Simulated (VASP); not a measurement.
A run of VASP 6.6.1 is set up as follows.

Contents of INCAR:

```
ALGO = Normal ; EDIFF = 1E-7
ENCUT = 520 ; GGA = PS
ISIF = 2 ; ISMEAR = 0
IVDW = 12 ; LASPH = True
LCHARG = False ; LREAL = False
LWAVE = False ; NBANDS = 35
NELM = 80 ; PREC = Accurate
SIGMA = 0.02
```

File KPOINTS:

```
k-points
0
Gamma
  12 12 2
```

File POSCAR:

```
WS2
1.0
    3.1832085602      0.0000000000      0.0000000000
   -1.5916042801      2.7567394786      0.0000000000
    0.0000000000      0.0000000000     23.6687632500
W S
2 4
Direct
    0.3333333333      0.6666666667      0.6237816119
    0.6666666667      0.3333333333      0.3762183881
    0.3333333333      0.6666666667      0.3107366960
    0.6666666667      0.3333333333      0.5583410365
    0.3333333333      0.6666666667      0.4416589635
    0.6666666667      0.3333333333      0.6892633040
```

Potentials or basis: VASP PAW PBE potentials, release 64 (W_sv, S).

Command:

```console
$ cat potpaw_PBE.64/W_sv/POTCAR potpaw_PBE.64/S/POTCAR > POTCAR
$ mpirun -np 1 vasp_std > vasp.out
```

Question: Estimate the dispersion energy per atom.

Answer: -0.319 eV.

Question: Predict the band gap on the k mesh.

Answer: 1.06 eV (least direct gap 1.70 eV).

Question: Estimate the largest force.

Answer: 0.021 eV/Å.

Forces on the atoms (eV/Å):
```
W    0.000  0.000  0.001
W    0.000  0.000 -0.001
S    0.000  0.000 -0.021
S    0.000  0.000 -0.015
S    0.000  0.000  0.015
S    0.000  0.000  0.021
```

Caveat: there is no dipole correction, which matters where the two faces differ; the PAW data sets were made with another functional, which shifts forces and pressure a little; spin-orbit coupling is left out, which moves the levels of the heavy elements.
